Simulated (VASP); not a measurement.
A run of VASP 6.6.1:

Contents of INCAR:

```
SYSTEM = CaO
PREC     = Accurate       ! precision mode
ENCUT    = 600            ! plane-wave cutoff, eV
EDIFF    = 1E-6           ! SCF threshold, eV
ISMEAR   = 0              ! smearing method
SIGMA    = 0.02           ! smearing width, eV
LREAL    = .FALSE.        ! projectors in reciprocal space
LASPH    = .TRUE.         ! aspherical terms in the spheres
NELM     = 80             ! most SCF steps
ALGO     = Normal         ! electronic algorithm
ISIF     = 3              ! what is computed and relaxed
LWAVE    = .FALSE.        ! write WAVECAR
LCHARG   = .FALSE.        ! write CHGCAR
GGA      = PE             ! functional
IBRION   = 2              ! ionic algorithm
NSW      = 100            ! ionic steps
EDIFFG   = -0.01          ! ionic threshold
```

File KPOINTS:

```
Automatic mesh
0
G
  8 8 8
  0 0 0
```

POSCAR

```
CaO
1.0
    2.9344159944      0.0000000000      0.0000000000
    0.0000000000      2.9344159944      0.0000000000
    0.0000000000      0.0000000000      2.9344159944
Ca O
1 1
Direct
    0.5000000000      0.5000000000      0.5000000000
    0.0000000000      0.0000000000      0.0000000000
```

Potentials or basis: VASP PAW PBE potentials, release 64 (Ca_sv, O).

Command:

```sh
$ cat potpaw_PBE.64/Ca_sv/POTCAR potpaw_PBE.64/O/POTCAR > POTCAR
$ mpirun -np 1 vasp_std > vasp.out
```

Hardware: 1 thread of Intel(R) Xeon(R) Platinum 8488C (Sapphire Rapids) (shared host).

Task: Estimate the wall time of this run.

Result: Wall time 8.2 s on 1 thread of Intel(R) Xeon(R) Platinum 8488C (Sapphire Rapids), with other jobs on the host, peak memory 0.15 GiB. Counts: scf iterations 20, k points 35, ion steps 2.
